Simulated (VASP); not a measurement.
# Y2SiTe (P6/mmm) in VASP: single point with PBE

Aim: the single point of Y2SiTe with PBE.

Program: VASP 6.6.1. These are calculated values, not measurements. Logs are shortened: lines on timing, memory, paths and dates and some standing lists are left out, and cuts for length are marked.

## Step 1: The cell of the first run

It takes space group P6/mmm (No. 191, hexagonal). Conventional cell: a = 5.469 Å, b = 5.469 Å, c = 5.424 Å, α = 90.00°, β = 90.00°, γ = 120.00°. Within 4.2 Å of Y (site symmetry -6m2) lie 3 Te at 3.16 Å and 3 Y at 3.16 Å and 6 Si at 4.16 Å. Si (site symmetry 6/mmm) has 2 Te at 2.71 Å within 3.6 Å. Te (site symmetry 6/mmm) has 2 Si at 2.71 Å and 6 Y at 3.16 Å within 3.6 Å.

The cell was built from a structure type or drawn by symmetry, and may not be a known phase.

## Step 2: Single point, PBE

Contents of INCAR:

```
SYSTEM = Y2SiTe
ALGO = Fast ; EDIFF = 1E-6
ENCUT = 520 ; GGA = PE
ISIF = 2 ; ISMEAR = 0
LASPH = .True. ; LCHARG = .False.
LREAL = .False. ; LWAVE = .False.
NBANDS = 24 ; NELM = 100
PREC = Accurate ; SIGMA = 0.1
```

Contents of KPOINTS:

```
k-points
0
Gamma
  12 12 10
  0 0 0
```

Contents of POSCAR:

```
Y2SiTe
1.0
    5.4690711603      0.0000000000      0.0000000000
   -2.7345355801      4.7363545599      0.0000000000
    0.0000000000      0.0000000000      5.4236296710
Y Si Te
2 1 1
Direct
    0.3333333333      0.6666666667      0.5000000000
    0.6666666667      0.3333333333      0.5000000000
    0.0000000000      0.0000000000      0.0000000000
    0.0000000000      0.0000000000      0.5000000000
```

Potentials or basis: VASP PAW PBE potentials, release 64 (Y_sv, Si, Te).

Started as:

```console
$ cat potpaw_PBE.64/Y_sv/POTCAR potpaw_PBE.64/Si/POTCAR potpaw_PBE.64/Te/POTCAR > POTCAR
$ mpirun -np 1 vasp_std > vasp.out
```

OUTCAR:

```text
SYSTEM = Y2SiTe
   EDIFF = 1E-6
   ENCUT = 520
   GGA = PE
   ISIF = 2
   ISMEAR = 0
   LASPH = .True.
   LREAL = .False.
   NELM = 100
   PREC = Accurate

 ion  position               nearest neighbor table
   1  0.333  0.667  0.500-   4 3.16   2 3.16   2 3.16   4 3.16   4 3.16   2 3.16
   2  0.667  0.333  0.500-   4 3.16   1 3.16   1 3.16   4 3.16   4 3.16   1 3.16
   3  0.000  0.000  0.000-   4 2.71   4 2.71
   4  0.000  0.000  0.500-   3 2.71   3 2.71   1 3.16   2 3.16   1 3.16   2 3.16   2 3.16   1 3.16

  LATTYP: Found a hexagonal cell.
 ALAT       =     5.4690711603
 C/A-ratio  =     0.9916911870

  Lattice vectors:

 A1 = (   5.4690711603,   0.0000000000,   0.0000000000)
 A2 = (  -2.7345355801,   4.7363545599,   0.0000000000)
 A3 = (   0.0000000000,   0.0000000000,   5.4236296710)

Analysis of symmetry for initial positions (statically):
=====================================================================
 Subroutine PRICEL returns:
 Original cell was already a primitive cell.

 Routine SETGRP: Setting up the symmetry group for a
 hexagonal supercell.

 Subroutine GETGRP returns: Found 24 space group operations
 (whereof 24 operations were pure point group operations)
 out of a pool of 24 trial point group operations.

The static configuration has the point symmetry D_6h.

Analysis of symmetry for dynamics (positions and initial velocities):
=====================================================================
 Subroutine PRICEL returns:
 Original cell was already a primitive cell.

 Routine SETGRP: Setting up the symmetry group for a
 hexagonal supercell.

 Subroutine GETGRP returns: Found 24 space group operations
 (whereof 24 operations were pure point group operations)
 out of a pool of 24 trial point group operations.

The dynamic configuration has the point symmetry D_6h.

 Subroutine INISYM returns: Found 24 space group operations
 (whereof 24 operations are pure point group operations),
 and found     1 'primitive' translations

----------------------------------------------------------------------------------------

                                     Primitive cell

  volume of cell :     140.4908
[... 88 lines left out ...]
   LNONCOLLINEAR =      F non collinear calculations
   LSORBIT =      F    spin-orbit coupling
   LASPH  =      T    aspherical Exc in radial PAW
   ENCUT  =  520.0 eV  38.22 Ry    6.18 a.u.  10.17 10.17 10.08*2*pi/ulx,y,z
   NELM   =    100;   NELMIN=  2; NELMDL= -5     # of ELM steps
   EDIFF  = 0.1E-05   stopping-criterion for ELM
   LREAL  =      F    real-space projection
   EDIFFG = 0.1E-04   stopping-criterion for IOM
   NSW    =      0    number of steps for IOM
   IBRION =     -1    ionic relax: 0-MD 1-quasi-New 2-CG
   NFREE  =      0    steps in history (QN), initial steepest desc. (CG)
   ISIF   =      2    stress and relaxation
   ISYM   =      2    0-nonsym 1-usesym 2-fastsym
   POTIM  = 0.5000    time-step for ionic-motion
   TEBEG  =    0.0;   TEEND  =   0.0 temperature during run
   PSTRESS=    0.0 pullay stress
   NELECT =      32.0000    total number of electrons
   NUPDOWN=      -1.0000    fix difference up-down
   EMIN   =  10.00;   EMAX   =-10.00  energy-range for DOS
   EFERMI =   0.00;   METHOD = LEGACY
   ISMEAR =     0;   SIGMA  =   0.10  broadening in eV -4-tet -1-fermi 0-gaus
   EFERMI_NEDOS =   21; number of points for ismear=-14 and -15
   IALGO  =     68    algorithm
   IMIX   =      4    mixing-type and parameters
     AMIX     =   0.40;   BMIX     =  1.00
     AMIX_MAG =   1.60;   BMIX_MAG =  1.00
  volume/ion in A,a.u.               =      35.12       237.02
  Fermi-wavevector in a.u.,A,eV,Ry     =   0.999790  1.889330 13.600118  0.999581
  Thomas-Fermi vector in A             =   2.132104
   LORBIT       =      0    0 simple, 1 ext, 2 COOP (PROOUT), +10 PAW based schemes
   GGA     = PE    functional components
   LHFCALC =     F    Hartree Fock is set to
   AEXX    =    0.0000 exact exchange contribution
   IVDW    =     0    specifies the selected vdW correction
   LEPSILON=     F    determine dielectric tensor
   LRPA    =     F    only Hartree local field effects (RPA)
 non-spin polarized calculation
 RMM-DIIS sequential band-by-band and
 Gauss-broadening in eV      SIGMA  =   0.10
  energy-cutoff  :      520.00
  volume of cell :      140.49
 maximum number of plane-waves:      3816
 NGX is ok and might be reduce to    42
   NGX = 21   NGY = 21   NGZ = 21

 number of electron      31.9999998 magnetization

 Free energy of the ion-electron system (eV)
  ---------------------------------------------------
  ext. energy  EPLUGINS =         0.00000000
  ---------------------------------------------------
  free energy    TOTEN  =       -18.99492753 eV

  energy without entropy =      -18.96970919  energy(sigma->0) =      -18.98231836

 E-fermi :   3.6312     XC(G=0):  -8.5460

 val. band max:        3.6182460186   @ k =   0.2500   0.2500   0.2000
 cond. band min:       3.6358598478   @ k =   0.4167   0.1667   0.4000
 fundamental gap:      0.0176138292
 Fermi energy:         3.6311665743

 k-point     1 :       0.0000    0.0000    0.0000
  band No.  band energies     occupation
      1     -39.8646      2.00000
      2     -39.7199      2.00000
      3     -20.1015      2.00000
      4     -20.1015      2.00000
      5     -19.9463      2.00000
      6     -19.7884      2.00000
[... 637 lines left out ...]
     23       6.1692      0.00000
     24       6.2909      0.00000

 [... further k-points ...]

------------------------ aborting loop because EDIFF is reached ----------------------------------------

  FORCE on cell =-STRESS in cart. coord.  units (eV):
  Direction    XX          YY          ZZ          XY          YZ          ZX
  --------------------------------------------------------------------------------------
  -------------------------------------------------------------------------------------
  Total       -0.0245995     -0.0245995     -0.0095120     -0.0000000      0.0000000     -0.0000000
  in kB       -0.2805361     -0.2805361     -0.1084760     -0.0000000      0.0000000     -0.0000000
  external PRESSURE =      -0.2231827 kB  Pullay stress =       0.0000000 kB

 VOLUME and BASIS-vectors are now :
 -----------------------------------------------------------------------------
  energy-cutoff  :      520.00
  volume of cell :      140.49
      direct lattice vectors                 reciprocal lattice vectors
     5.469071160  0.000000000  0.000000000     0.182846405  0.105566421  0.000000000
    -2.734535580  4.736354560  0.000000000     0.000000000  0.211132842  0.000000000
     0.000000000  0.000000000  5.423629671     0.000000000  0.000000000  0.184378370

 POSITION                                       TOTAL-FORCE (eV/Angst)
 -----------------------------------------------------------------------------------
     -0.00000      3.15757      2.71181         0.000000     -0.000000      0.000000
      2.73454      1.57878      2.71181        -0.000000      0.000000      0.000000
      0.00000      0.00000      0.00000         0.000000      0.000000      0.000000
      0.00000      0.00000      2.71181         0.000000      0.000000      0.000000
 -----------------------------------------------------------------------------------
    total drift:                                0.000000      0.000000     -0.000000

  FREE ENERGIE OF THE ION-ELECTRON SYSTEM (eV)
  ---------------------------------------------------
  free  energy   TOTEN  =       -18.9949275328 eV

  energy  without entropy=      -18.9697091926  energy(sigma->0) =      -18.98231836
```

OSZICAR:

```text
N       E                     dE             d eps       ncg     rms          rms(c)
DAV:   1     0.149809041802E+03    0.14981E+03   -0.14139E+04  5480   0.116E+03
DAV:   2    -0.607347553589E+01   -0.15588E+03   -0.14870E+03  6616   0.266E+02
DAV:   3    -0.189683465064E+02   -0.12895E+02   -0.12350E+02  9736   0.488E+01
[... 11 lines left out ...]
RMM:  15    -0.189949149669E+02   -0.17440E-04   -0.17706E-04  9204   0.336E-02    0.109E-02
RMM:  16    -0.189949218428E+02   -0.68759E-05   -0.69066E-05  7962   0.207E-02    0.595E-03
RMM:  17    -0.189949251327E+02   -0.32899E-05   -0.35390E-05  7010   0.124E-02    0.149E-03
RMM:  18    -0.189949267100E+02   -0.15773E-05   -0.15683E-05  6151   0.812E-03    0.127E-03
RMM:  19    -0.189949275328E+02   -0.82276E-06   -0.86340E-06  5164   0.603E-03
   1 F= -.18994928E+02 E0= -.18982318E+02  d E =-.252183E-01
```

stdout:

```text
POSCAR found type information on POSCAR Y SiTe
 POSCAR found :  3 types and       4 ions
 scaLAPACK will be used
 LDA part: xc-table for (Slater+PW92), standard interpolation
 POSCAR, INCAR and KPOINTS ok, starting setup
 FFT: planning ... GRIDC
 FFT: planning ... GRID_SOFT
 FFT: planning ... GRID
 WAVECAR not read
 entering main loop
WARNING in EDDRMM: call to ZHEGV failed, returncode =   8  4     17
WARNING in EDDRMM: call to ZHEGV failed, returncode =   8  4     21
WARNING in EDDRMM: call to ZHEGV failed, returncode =   6  3     17
WARNING in EDDRMM: call to ZHEGV failed, returncode =   6  3     23
WARNING in EDDRMM: call to ZHEGV failed, returncode =   8  4     17
WARNING in EDDRMM: call to ZHEGV failed, returncode =   6  3     21
WARNING in EDDRMM: call to ZHEGV failed, returncode =   6  3     13
```

Run time: 5.4 min. Hardware: 1 thread of Intel Xeon Platinum 8488C (Sapphire Rapids), shared host; peak memory 0.56 GiB.

Results:

| Quantity | Value |
| --- | --- |
| Free energy | -18.9949 eV |
| Pressure | 0.0 GPa |
| Band gap on the k mesh | zero (bands 16 and 17 overlap by 0.97 eV) |

Caveat: spin-orbit coupling is left out, which moves the levels of the heavy elements.
